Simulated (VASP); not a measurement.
Set up this calculation in VASP 6.6.1, as the native input.

- Task: relaxation of cell and atoms
- Functional: PBE
- Potentials or basis: VASP PAW PBE potentials, release 64 (Zn, C)
- Cutoff: 600 eV
- k mesh: 8 × 8 × 8
- Occupations: gaussian, width 0.01 eV
- Spin: no spin polarisation
- Target pressure: 21 GPa
- Dipole correction: no
- Further INCAR settings: ALGO = Normal; EDIFF = 1e-06; IBRION = 2; EDIFFG = -0.001; NSW = 80; ISIF = 3

The structure of ZnC2 lies in POSCAR:

```
ZnC2
1.0
   -2.1502781349      2.1502781349      2.5131542088
    2.1502781349     -2.1502781349      2.5131542088
    2.1502781349      2.1502781349     -2.5131542088
Zn C
1 2
Direct
    0.0000000000      0.0000000000      0.0000000000
    0.6233051663      0.6233051663      0.0000000000
    0.3766948337      0.3766948337      0.0000000000
```

These files were run (other wordings do the same):

INCAR

```
SYSTEM = ZnC2
PREC = Accurate
ENCUT = 600
EDIFF = 1E-6
ISMEAR = 0
SIGMA = 0.01
LREAL = .FALSE.
LASPH = .TRUE.
NELM = 100
ALGO = Normal
ISIF = 3
LWAVE = .FALSE.
LCHARG = .FALSE.
GGA = PE
IBRION = 2
NSW = 80
EDIFFG = -0.001
PSTRESS = 210.0
```

KPOINTS

```
regular mesh
0
G
  8 8 8
  0 0 0
```

Potentials or basis: VASP PAW PBE potentials, release 64 (Zn, C).

Run with:

```sh
$ cat potpaw_PBE.64/Zn/POTCAR potpaw_PBE.64/C/POTCAR > POTCAR
$ mpirun -np 1 vasp_std > vasp.out
```

Results of the run:

```json
{
  "Relaxed volume": "10.33 Å³/atom",
  "Relaxed cell": "a = 3.544 Å, b = 3.544 Å, c = 3.544 Å, α = 120.96°, β = 120.96°, γ = 88.35°",
  "Space group after relaxing (to 0.05 Å)": "I4/mmm (No. 139)",
  "Energy change on relaxing (the enthalpy is what falls)": "+201.1 meV/atom",
  "Ionic steps": "42",
  "Pressure after relaxing": "21.0 GPa",
  "Band gap on the k mesh": "1.68 eV, indirect (least direct gap 3.61 eV)"
}
```

Caveat: the cell is relaxed towards a set pressure, so the enthalpy falls and the energy may rise; the volume moved by over 15 % at a fixed basis, so the end points are rough.

Run time: 6.2 min on 1 thread of AMD EPYC 9R45 96-Core Processor (Zen 5), on a shared host, peak memory 0.19 GiB.
